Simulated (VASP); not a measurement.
Input of a VASP 6.6.1 run:

POSCAR

```
GaP
1.0
    0.0000000000      2.7933812500      2.7933812500
    2.7933812500      0.0000000000      2.7933812500
    2.7933812500      2.7933812500      0.0000000000
Ga P
1 1
Direct
    0.0000000000      0.0000000000      0.0000000000
    0.7500000000      0.7500000000      0.7500000000
```

INCAR.step1

```
SYSTEM = GaP
PREC = Accurate ; ENCUT = 520
ISMEAR = 0 ; SIGMA = 0.05
LREAL = .FALSE. ; LASPH = .TRUE.
NELM = 60 ; NBANDS = 16
GGA = PE ; ALGO = Normal
EDIFF = 1E-4 ; LWAVE = .TRUE.
LCHARG = .FALSE.
```

Contents of INCAR.step2:

```
SYSTEM = GaP
PREC = Accurate ; ENCUT = 520
EDIFF = 1E-7 ; ISMEAR = 0
SIGMA = 0.05 ; LREAL = .FALSE.
LASPH = .TRUE. ; NELM = 60
ALGO = Normal ; ISIF = 2
LWAVE = .FALSE. ; LCHARG = .FALSE.
METAGGA = R2SCAN ; LMIXTAU = .TRUE.
NBANDS = 16 ; ISTART = 1
```

File KPOINTS:

```
regular mesh
0
G
  8 8 8
  0 0 0
```

Potentials or basis: VASP PAW PBE potentials, release 64 (Ga_d, P).

Launch:

```console
$ cat potpaw_PBE.64/Ga_d/POTCAR potpaw_PBE.64/P/POTCAR > POTCAR
$ cp INCAR.step1 INCAR
$ mpirun -np 1 vasp_std > vasp.out
$ cp INCAR.step2 INCAR
$ mpirun -np 1 vasp_std > vasp.out
```

(1) Predict the pressure.

(2) What does it give for the band gap on the k mesh?

Results:

(1) -5.5 GPa.

(2) 1.70 eV, direct.

Caveat: the cell differs from its parent crystal (strain +0.025 along x and y, +0.025 along z); the PAW data sets were made with another functional, which shifts forces and pressure a little.
